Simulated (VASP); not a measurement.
Write the native input for VASP 6.6.1 that does the following.

| Item | Value |
| --- | --- |
| Task | single point |
| Functional | PBEsol |
| Potentials or basis | VASP PAW PBE potentials, release 64 (Ge_d) |
| Cutoff | 500 eV |
| k mesh | 11 × 11 × 7 |
| Occupations | fermi-dirac, width 0.1 eV |
| Spin | no spin polarisation |
| Dipole correction | no |
| Further INCAR settings | ALGO = Normal; EDIFF = 1e-06; NBANDS = 21; ISYM = 0 |

The structure of Ge lies in POSCAR:

```
Ge
1.0
   -2.5744895000      2.5744895000      1.3974125000
    2.5744895000     -2.5744895000      1.3974125000
    2.5744895000      2.5744895000     -1.3974125000
Ge
2
Direct
    0.2500000000      0.7500000000      0.5000000000
    0.5000000000      0.5000000000      0.0000000000
```

These files were run (other wordings do the same):

INCAR

```
SYSTEM = Ge
PREC = Accurate
ENCUT = 500
EDIFF = 1E-6
ISMEAR = -1
SIGMA = 0.1
LREAL = .False.
LASPH = .True.
NELM = 120
ALGO = Normal
ISIF = 2
LWAVE = .False.
LCHARG = .False.
GGA = PS
NBANDS = 21
ISYM = 0
GGA_COMPAT = .False.
```

KPOINTS

```
Automatic mesh
0
Gamma
  11 11 7
  0 0 0
```

Potentials or basis: VASP PAW PBE potentials, release 64 (Ge_d).

Command:

```console
$ cat potpaw_PBE.64/Ge_d/POTCAR > POTCAR
$ mpirun -np 1 vasp_std > vasp.out
```

It gave:

```json
{"Pressure": "-0.7 GPa", "Largest force": "0.004 eV/Å", "Band gap on the k mesh": "zero (bands 14 and 15 overlap by 4.89 eV)"}
```

Caveat: the PAW data sets were made with another functional, which shifts forces and pressure a little.

Wall time 3.8 min on 1 thread of Intel(R) Xeon(R) Platinum 8375C CPU @ 2.90GHz (Ice Lake), on a shared host, peak memory 0.34 GiB.
